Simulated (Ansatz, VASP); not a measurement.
## PbS in VASP and in Ansatz

```xyz
2
Lattice="0.0000 3.1318 3.1318 2.9650 0.1668 2.9650 2.9650 2.9650 0.1668" Properties=species:S:1:pos:R:3 pbc="T T T"
Pb    0.0000    0.0000    0.0000
S     2.9650    3.1318    3.1318
```

Change from the starting cell: strain +0.1125 x Voigt [0, 0, 0, 1, 0, 0], atoms carried along.

Alike in both runs: task single point; functional LDA; k mesh 10 × 10 × 10; occupations gaussian, width 0.03 eV; no spin polarisation.

|  | VASP | Ansatz |
| --- | --- | --- |
| version | VASP 6.6.1 | Ansatz 0.2.0 |
| potentials or method | VASP PAW LDA potentials, release 64 (Pb_d, S), cutoff 520 eV | scalar-relativistic, plane waves, PAW |
| valence electrons in the cell | 20 | 20 |

VASP gave:

```
pressure (GPa)                                                : -2.6
traceless stress, the component that is largest in VASP (GPa) : -2.33
```

Question: What did Ansatz give for the same quantities?

Answer: Pressure (GPa): -2.6; traceless stress, the component that is largest in VASP (GPa): -2.35.

LDA's correlation is that of Perdew and Zunger in VASP and of Perdew and Wang (1992) in Ansatz.

Spin-orbit coupling is off throughout.
